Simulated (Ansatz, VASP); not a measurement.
# KV2I3O13: VASP beside Ansatz

```xyz
38
Lattice="-7.0680 5.1005 4.0319 7.0680 -5.1005 4.0319 7.0680 5.1005 -4.0319" Properties=species:S:1:pos:R:3 pbc="T T T"
K     3.5340   -1.1242    3.8198
K     3.5340    6.2247   -0.2121
V    -1.8165    4.9342    4.1617
V     8.8845    0.1663    0.1298
V    -5.2515    4.9342    4.1617
V    12.3195    0.1663    0.1298
I    -3.5340    7.3220    2.0955
I     3.5340    2.8790    2.0955
I     7.1923    2.4952    1.9603
I    -0.1243    2.6053    5.9922
I    -0.1243    2.4952    1.9603
I     0.1243    7.7058    1.9603
O    -2.1515    6.3205    2.7820
O     2.1515    3.8805    2.7820
O     2.1515    1.2200    6.8139
O     4.9165    3.8805    2.7820
O     3.5340    1.5189    4.4690
O     3.5340    3.5816    0.4371
O     5.6926    1.5954    1.3837
O     8.4434   -1.5954    1.3837
O     1.3754    1.5954    1.3837
O     5.6926    3.5051   -2.6482
O     8.4364    1.1323    1.7627
O     5.6996   -1.1323    1.7627
O    -1.3684    1.1323    1.7627
O     8.4364    3.9682   -2.2692
O     7.6108    3.4949    0.5669
O    -0.5428    1.6056    4.5988
O    -0.5428    3.4949    0.5669
O     0.5428    6.7061    0.5669
O    -2.1798    3.6611    3.2175
O     9.2478    1.4394   -0.8144
O    -4.8882    3.6611    3.2175
O    11.9562    1.4394   -0.8144
O     3.5340    0.1612    0.8185
O    10.6020   -0.1612    0.8185
O     0.0000    5.1005    3.6852
O     0.0000    0.0000    7.7171
```

Alike in both runs: task electric field gradients; functional PBE; k mesh 4 × 4 × 4; occupations fermi-dirac, width 0.02 eV; no spin polarisation.

```csv
,VASP,Ansatz
version,VASP 6.6.1,Ansatz 0.2.0
potentials or method,"VASP PAW PBE potentials, release 64 (K_sv, V_sv, I, O)","plane-wave PAW, scalar-relativistic"
plane-wave cutoff (eV),520,420
valence electrons in the cell,268,328
```

Ansatz gave:

| Item | Value |
| --- | --- |
| gap on the k mesh at the Fermi level (eV) | 1.68 |
| pressure (GPa) | 3.0 |
| traceless stress, the component that is largest in VASP (GPa) | -2.24 |
| rms of the force components (eV/Å) | 0.530 |
| size of Vzz on the site where it differs most (V/Å²) | 546.5 |

Task: What did VASP give for the same quantities?

Result: gap on the k mesh at the Fermi level (eV): 1.67; pressure (GPa): 3.0; traceless stress, the component that is largest in VASP (GPa): -2.39; rms of the force components (eV/Å): 0.514; size of Vzz on the site where it differs most (V/Å²): 536.8.

Atom by atom the forces differ by 0.095 eV/Å (rms over components). VASP's potentials hold 268 valence electrons a cell and Ansatz's 328, so a difference there can come from the potentials and not from the codes.

Neither program's run includes spin-orbit coupling.
